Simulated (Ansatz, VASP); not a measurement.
# AlN in VASP and in Ansatz

```xyz
4
Lattice="3.3009 0.0000 0.0000 -1.6505 2.8587 0.0000 0.0000 0.0000 4.1422" Properties=species:S:1:pos:R:3 pbc="T T T"
Al    0.0000    1.9058    0.0000
Al    1.6505    0.9529    2.0711
N     0.0000    1.9058    2.0711
N     1.6505    0.9529    4.1422
```

Alike in both runs: task relaxation of cell and atoms; functional PBEsol; k mesh 3 × 3 × 2; occupations gaussian, width 0.02 eV; no spin polarisation.

```csv
,VASP,Ansatz
version,VASP 6.6.1,Ansatz 0.2.0
potentials or method,"VASP PAW PBE potentials, release 64 (Al, N), cutoff 600 eV","scalar-relativistic, plane waves, PAW"
valence electrons in the cell,16,16
```

```tsv
	VASP	Ansatz	Ansatz less VASP
gap on the k mesh at the Fermi level, each at its own relaxed structure (eV)	3.38	3.36	-0.020
relaxed volume (Å³/atom)	9.75	9.76	+0.009
relaxed cell length with the largest relative difference (Å)	4.105	4.107	+0.0018
```

VASP's potentials were made for PBE, not for PBEsol.

The k mesh is coarse, so the values compare programs but aren't converged.
